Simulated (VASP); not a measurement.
# BN (F-43m) in VASP: electric field gradients with r2SCAN

Aim: the electric field gradients of BN with r2SCAN.

All numbers are computed with VASP 6.6.1; they aren't measurements. Logs are shortened: lines on timing, memory, paths and dates and some standing lists are left out, and cuts for length are marked.

## Step 1: The cell of the first run

The structure is cubic, space group F-43m (No. 216). The conventional cell has a = 3.615 Å, b = 3.615 Å, c = 3.615 Å, α = 90.00°, β = 90.00°, γ = 90.00°. B (site symmetry -43m) has 4 N at 1.57 Å within 2.1 Å. N (site symmetry -43m) has 4 B at 1.57 Å within 2.1 Å.

## Step 2: Electric field gradients, r2SCAN

Contents of POSCAR:

```
BN
1.0
    0.0000000000      1.8075000000      1.8075000000
    1.8075000000      0.0000000000      1.8075000000
    1.8075000000      1.8075000000      0.0000000000
B N
1 1
Direct
    0.0000000000      0.0000000000      0.0000000000
    0.7500000000      0.7500000000      0.7500000000
```

Contents of INCAR.step1:

```
PREC = Accurate
ENCUT = 1080
ISMEAR = -1
SIGMA = 0.02
LREAL = False
LASPH = True
NELM = 120
NBANDS = 11
GGA = PE
ALGO = Normal
EDIFF = 1E-5
LWAVE = True
LCHARG = False
GGA_COMPAT = False
```

Contents of INCAR.step2:

```
PREC = Accurate
ENCUT = 1080
EDIFF = 1E-8
ISMEAR = -1
SIGMA = 0.02
LREAL = False
LASPH = True
NELM = 120
ALGO = Normal
ISIF = 2
LWAVE = False
LCHARG = False
METAGGA = R2SCAN
LMIXTAU = True
LEFG = True
NBANDS = 11
ISTART = 1
GGA_COMPAT = False
```

Contents of KPOINTS:

```
regular mesh
0
Gamma
  11 11 11
```

Potentials or basis: VASP PAW PBE potentials, release 64 (B_h, N_h).

On the command line:

```bash
cat potpaw_PBE.64/B_h/POTCAR potpaw_PBE.64/N_h/POTCAR > POTCAR
cp INCAR.step1 INCAR
mpirun -np 1 vasp_std > vasp.out
cp INCAR.step2 INCAR
mpirun -np 1 vasp_std > vasp.out
```

OUTCAR:

```text
PREC = Accurate
   ENCUT = 1080
   EDIFF = 1E-8
   ISMEAR = -1
   LREAL = False
   LASPH = True
   NELM = 120
   ISIF = 2
   METAGGA = R2SCAN
   ISTART = 1

 ion  position               nearest neighbor table
   1  0.000  0.000  0.000-
   2  0.750  0.750  0.750-

  LATTYP: Found a face centered cubic cell.
 ALAT       =     3.6150000000

  Lattice vectors:

 A1 = (   0.0000000000,   1.8075000000,   1.8075000000)
 A2 = (   1.8075000000,   0.0000000000,   1.8075000000)
 A3 = (   1.8075000000,   1.8075000000,   0.0000000000)

Analysis of symmetry for initial positions (statically):
=====================================================================
 Subroutine PRICEL returns:
 Original cell was already a primitive cell.

 Routine SETGRP: Setting up the symmetry group for a
 face centered cubic supercell.

 Subroutine GETGRP returns: Found 24 space group operations
 (whereof 24 operations were pure point group operations)
 out of a pool of 48 trial point group operations.

The static configuration has the point symmetry T_d .

Analysis of symmetry for dynamics (positions and initial velocities):
=====================================================================
 Subroutine PRICEL returns:
 Original cell was already a primitive cell.

 Routine SETGRP: Setting up the symmetry group for a
 face centered cubic supercell.

 Subroutine GETGRP returns: Found 24 space group operations
 (whereof 24 operations were pure point group operations)
 out of a pool of 48 trial point group operations.

The dynamic configuration has the point symmetry T_d .

 Subroutine INISYM returns: Found 24 space group operations
 (whereof 24 operations are pure point group operations),
 and found     1 'primitive' translations

----------------------------------------------------------------------------------------

                                     Primitive cell

  volume of cell :      11.8104

  direct lattice vectors                    reciprocal lattice vectors
     0.000000000  1.807500000  1.807500000    -0.276625173  0.276625173  0.276625173
     1.807500000  0.000000000  1.807500000     0.276625173 -0.276625173  0.276625173
     1.807500000  1.807500000  0.000000000     0.276625173  0.276625173 -0.276625173

[... 124 lines left out ...]
  ext. energy  EPLUGINS =         0.00000000
  ---------------------------------------------------
  free energy    TOTEN  =       -19.19966117 eV

  energy without entropy =      -19.19966117  energy(sigma->0) =      -19.19966117

 E-fermi :   9.3491     XC(G=0): -13.7567

 val. band max:        8.9244674714   @ k =   0.0000   0.0000   0.0000
 cond. band min:      14.0241677596   @ k =   0.4545   0.4545   0.0000
 fundamental gap:      5.0997002882
 Fermi energy:         9.3491413771

 k-point     1 :       0.0000    0.0000    0.0000
  band No.  band energies     occupation
      1     -12.3606      2.00000
      2       8.9245      2.00000
      3       8.9245      2.00000
      4       8.9245      2.00000
      5      18.4736      0.00000
      6      18.4736      0.00000
      7      18.4736      0.00000
      8      19.9863      0.00000
      9      35.0653      0.00000
     10      37.6270      0.00000
     11      37.6270      0.00000
[... 309 lines left out ...]
 k-point    24 :      -0.1818    0.1818    0.0000
  band No.  band energies     occupation
      1     -10.2355      2.00000
      2       3.1302      2.00000
      3       5.0308      2.00000
      4       7.8456      2.00000
      5      20.3369      0.00000
      6      20.3563      0.00000
      7      20.8616      0.00000
      8      23.3039      0.00000
      9      31.1186      0.00000
     10      32.6423      0.00000
     11      37.2182      0.00000

 [... further k-points ...]
[... 5 lines left out ...]
  --------------------------------------------------------------------------------------
  -------------------------------------------------------------------------------------
  Total       -0.1472306     -0.1472306     -0.1472306      0.0000000      0.0000000      0.0000000
  in kB      -19.9730179    -19.9730179    -19.9730179      0.0000000      0.0000000      0.0000000
  external PRESSURE =     -19.9730179 kB  Pullay stress =       0.0000000 kB

 VOLUME and BASIS-vectors are now :
 -----------------------------------------------------------------------------
  energy-cutoff  :     1080.00
  volume of cell :       11.81
      direct lattice vectors                 reciprocal lattice vectors
     0.000000000  1.807500000  1.807500000    -0.276625173  0.276625173  0.276625173
     1.807500000  0.000000000  1.807500000     0.276625173 -0.276625173  0.276625173
     1.807500000  1.807500000  0.000000000     0.276625173  0.276625173 -0.276625173

 POSITION                                       TOTAL-FORCE (eV/Angst)
 -----------------------------------------------------------------------------------
      0.00000      0.00000      0.00000         0.000000      0.000000      0.000000
      2.71125      2.71125      2.71125        -0.000000     -0.000000     -0.000000
 -----------------------------------------------------------------------------------
    total drift:                               -0.000000     -0.000000     -0.000000

  FREE ENERGIE OF THE ION-ELECTRON SYSTEM (eV)
  ---------------------------------------------------
  free  energy   TOTEN  =       -19.1996611715 eV

  energy  without entropy=      -19.1996611715  energy(sigma->0) =      -19.19966117

 Electric field gradients (V/A^2)
---------------------------------------------------------------------
 ion       V_xx      V_yy      V_zz      V_xy      V_xz      V_yz
---------------------------------------------------------------------
   1      -0.000    -0.000    -0.000     0.000     0.000     0.000
   2      -0.000     0.000     0.000    -0.000    -0.000    -0.000
---------------------------------------------------------------------

 Electric field gradients after diagonalization (V/A^2)
 (convention: |V_zz| > |V_xx| > |V_yy|)
----------------------------------------------------------------------
 ion       V_xx      V_yy      V_zz     asymmetry (V_yy - V_xx)/ V_zz
----------------------------------------------------------------------
   1      -0.000    -0.000     0.000       0.000
   2       0.000     0.000    -0.001       0.000
----------------------------------------------------------------------

           NMR quadrupolar parameters

 Cq : quadrupolar parameter    Cq=e*Q*V_zz/h
 eta: asymmetry parameters     (V_yy - V_xx)/ V_zz
 Q  : nuclear electric quadrupole moment in mb (millibarn)
----------------------------------------------------------------------
 ion       Cq(MHz)       eta       Q (mb)
----------------------------------------------------------------------
   1       0.000       0.000       1.000
   2      -0.000       0.000       1.000
----------------------------------------------------------------------
```

OSZICAR.step1:

```text
N       E                     dE             d eps       ncg     rms          rms(c)
DAV:   1     0.192290164891E+02    0.19229E+02   -0.68131E+03  1280   0.121E+03
DAV:   2    -0.170842392935E+02   -0.36313E+02   -0.34877E+02  1657   0.192E+02
DAV:   3    -0.183999855129E+02   -0.13157E+01   -0.13118E+01  1493   0.303E+01
DAV:   4    -0.184040469724E+02   -0.40615E-02   -0.40609E-02  1352   0.200E+00
DAV:   5    -0.184040612590E+02   -0.14287E-04   -0.14286E-04  1445   0.122E-01    0.600E+00
DAV:   6    -0.175435695789E+02    0.86049E+00   -0.29252E+00  1256   0.950E+00    0.233E+00
DAV:   7    -0.174806769808E+02    0.62893E-01   -0.12483E-01  1407   0.287E+00    0.122E+00
DAV:   8    -0.174681772941E+02    0.12500E-01   -0.38171E-02  1410   0.139E+00    0.144E-01
DAV:   9    -0.174684545100E+02   -0.27722E-03   -0.23308E-03  1315   0.321E-01    0.705E-02
DAV:  10    -0.174685075998E+02   -0.53090E-04   -0.22458E-04  1417   0.127E-01    0.125E-02
DAV:  11    -0.174685138397E+02   -0.62400E-05   -0.20764E-05  1371   0.410E-02
   1 F= -.17468514E+02 E0= -.17468514E+02  d E =-.118952E-12
```

It took 60 s on 1 thread of AMD EPYC 9R45 (Zen 5), shared host; peak memory 0.14 GiB.

What came out:

* Free energy: -19.1997 eV
* Pressure: -2.0 GPa
* Band gap on the k mesh: 5.10 eV (least direct gap 9.55 eV)
* Largest electric field gradient by atom: under 0.05 V/Å² on every atom

Levels at points of the mesh, in eV from the valence-band top:
```tsv
k point	band 1	band 2	band 3	band 4	band 5	band 6	band 7	band 8
(0.00, 0.00, 0.00)	-21.29	0.00	0.00	0.00	9.55	9.55	9.55	11.06
```

Caveat: the PAW data sets were made with another functional, which shifts forces and pressure a little; an odd mesh through Γ misses points on the zone boundary, where band edges can lie. r2SCAN opens gaps a little over a GGA but as a rule still falls short of measured ones.
